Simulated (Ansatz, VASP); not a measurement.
**One calculation of CaBe, two programs**

```
CELL_PARAMETERS angstrom
3.48113 0.00000 0.00000
0.00000 2.46187 2.46191
0.00000 -2.46187 2.46191
ATOMIC_POSITIONS crystal
Ca 0.50000 0.75000 0.75000
Be 0.00000 0.25000 0.25000
```

Alike in both runs: functional PBEsol; k mesh 12 × 12 × 12; occupations gaussian, width 0.1 eV; no spin polarisation.

Ansatz relaxed the structure, and its values are those at the end. VASP's run is a single point on that final structure, the one shown.

```csv
,VASP,Ansatz
version,VASP 6.6.1,Ansatz 0.2.0
potentials or method,"VASP PAW PBE potentials, release 64 (Ca_sv, Be), cutoff 520 eV","scalar-relativistic, plane waves, PAW"
valence electrons in the cell,12,12
```

```csv
,VASP,Ansatz,Ansatz less VASP
gap on the k mesh at the Fermi level (eV),none,none,-
pressure (GPa),0.1,0.0,-0.10
```

VASP's potentials were made for PBE, not for PBEsol. A gap of «none» marks a metal or a gap that the smearing closes.
